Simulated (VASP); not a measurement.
The system is GdO.

```
CELL_PARAMETERS angstrom
0.00000 2.70000 2.70000
2.70000 0.00000 2.70000
2.70000 2.70000 0.00000
ATOMIC_POSITIONS crystal
Gd 0.00000 0.00000 0.00000
O 0.25000 0.25000 0.25000
```

Base run:

```yaml
Program: VASP 6.6.1
Functional: RPBE
Potentials_or_basis: VASP PAW PBE potentials, release 64 (Gd, O)
Cutoff: 520 eV
k_mesh: 9 × 9 × 9
Occupations: fermi-dirac, width 0.05 eV
Spin: collinear spin, ferromagnetic start
Starting_moments: "[7.0, 0.0] μB"
```

Its results: pressure 2.2 GPa; net moment 7.68 μB per cell; site moments Gd +6.90; O -0.01 μB.

Problem. The run is repeated on the same cell with these changes: functional from RPBE to PBEsol-based global hybrid with 25 % exact exchange; k mesh from 9 × 9 × 9 to 5 × 5 × 5. What comes out?

Solution. Pressure -4.8 GPa; net moment 7.98 μB per cell; site moments Gd +7.08; O +0.02 μB.

Several settings changed at once.

Caveats: some runs use coarse meshes; the PAW data sets were made with another functional, which shifts forces and pressure a little; a cell with one magnetic atom can't hold antiferromagnetic order, which such compounds often take.
